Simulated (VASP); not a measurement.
A run of VASP 6.6.1:

File INCAR:

```
SYSTEM = Ni
ALGO = Normal
EDIFF = 1E-6
ENCUT = 520
GGA = PS
ISIF = 2
ISMEAR = 0
ISPIN = 2
LASPH = .TRUE.
LCHARG = .FALSE.
LMAXMIX = 4
LORBIT = 11
LREAL = .FALSE.
LWAVE = .FALSE.
MAGMOM = 0.61
NBANDS = 15
NELM = 150
PREC = Accurate
SIGMA = 0.1
```

The input KPOINTS:

```
k-points
0
G
  27 27 24
  0 0 0
```

Contents of POSCAR:

```
Ni
1.0
    2.3711592684      0.0000000000      0.0000000000
   -1.1855796342      2.0534841628      0.0000000000
    0.0000000000      0.0000000000      2.3053020944
Ni
1
Direct
    0.0000000000      0.0000000000      0.0000000000
```

Potentials or basis: VASP PAW PBE potentials, release 64 (Ni).

Command:

```sh
$ cat potpaw_PBE.64/Ni/POTCAR > POTCAR
$ mpirun -np 1 vasp_std > vasp.out
```

Hardware: 1 thread of Intel(R) Xeon(R) Platinum 8488C (Sapphire Rapids) (shared host).

Problem. How long does it take, and how much memory?

Solution. Wall time 3.3 min on 1 thread of Intel(R) Xeon(R) Platinum 8488C (Sapphire Rapids), on a shared host, peak memory 0.33 GiB. Counts: scf iterations 13, k points 975.
